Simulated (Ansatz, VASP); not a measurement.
**Rb4O: VASP beside Ansatz**

```
CELL_PARAMETERS angstrom
6.14379 0.00000 0.00000
0.00000 6.14379 0.00000
0.00000 0.00000 6.14379
ATOMIC_POSITIONS crystal
Rb 0.00000 0.50000 0.50000
Rb 0.50000 0.00000 0.50000
Rb 0.50000 0.50000 0.00000
Rb 0.00000 0.00000 0.00000
O 0.50000 0.50000 0.50000
```

Alike in both runs: functional PBE; k mesh 4 × 4 × 4; occupations gaussian, width 0.1 eV; no spin polarisation.

Ansatz relaxed the structure, and its values are those at the end. VASP's run is a single point on that final structure, the one shown.

|  | VASP | Ansatz |
| --- | --- | --- |
| version | VASP 6.6.1 | Ansatz 0.2.0 |
| potentials or method | VASP PAW PBE potentials, release 64 (Rb_sv, O), cutoff 520 eV | scalar-relativistic, plane waves, PAW |
| valence electrons in the cell | 42 | 42 |

|  | VASP | Ansatz | Ansatz less VASP |
| --- | --- | --- | --- |
| gap on the k mesh at the Fermi level (eV) | none | none | - |
| pressure (GPa) | 0.1 | 0.1 | -0.01 |

A gap of «none» marks a metal or a gap that the smearing closes. The functional is the same, so the differences come from potentials, cutoffs and numerics.
